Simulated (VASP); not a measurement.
Runs of VASP 6.6.1 on FeO. The structure is that of space group Pm-3m (No. 221), or close to it. The cells are those of the table. 

```csv
potentials or basis,cell,cutoff (eV),second run,gap on the mesh (eV),pressure (GPa),moment (μB)
"VASP PAW PBE potentials, release 64 (Fe_sv, O)","a = 2.595 Å, 2 atoms",600,valence_matched,none,11.7,4.00
"VASP PAW PBE potentials, release 64 (Fe, O)","a = 2.577 Å, 2 atoms",520,-,none,19.9,3.99
"VASP PAW PBE potentials, release 64 (Fe, O)","a = 2.630 Å, 2 atoms",520,-,none,4.7,4.00
"VASP PAW PBE potentials, release 64 (Fe_sv, O)","a = 2.559 Å, 2 atoms",600,valence_matched,none,23.0,3.98
"VASP PAW PBE potentials, release 64 (Fe, O)","a = 2.595 Å, 2 atoms",520,-,none,14.3,3.99
"VASP PAW PBE potentials, release 64 (Fe_sv, O)","a = 2.612 Å, 2 atoms",600,valence_matched,none,(b),4.00
"VASP PAW PBE potentials, release 64 (Fe, O)","a = 2.612 Å, 2 atoms",520,-,none,9.3,4.00
"VASP PAW PBE potentials, release 64 (Fe_sv, O)","a = 2.647 Å, 2 atoms",600,valence_matched,none,-1.7,4.00
"VASP PAW PBE potentials, release 64 (Fe_sv, O)","a = 2.664 Å, 2 atoms",600,valence_matched,none,(a),4.00
"VASP PAW PBE potentials, release 64 (Fe_sv, O)","a = 2.577 Å, 2 atoms",600,valence_matched,none,17.1,3.99
```

Alike in all rows: task single point; level PBE; spin collinear, ferromagnetic start; k mesh 10 × 10 × 10; smearing fermi-dirac 0.05 eV.

Question: Fill in the values left out.

Answer: (a) -5.3; (b) 6.7.

Caveats: a cell with one magnetic atom can't hold antiferromagnetic order, which such compounds often take; semilocal functionals often make such compounds metallic where correlation or magnetic order opens a gap, which also shifts bond lengths.

A gap of «none» marks levels without a gap at the run's occupations.

The runs don't all hold the same shells in valence.
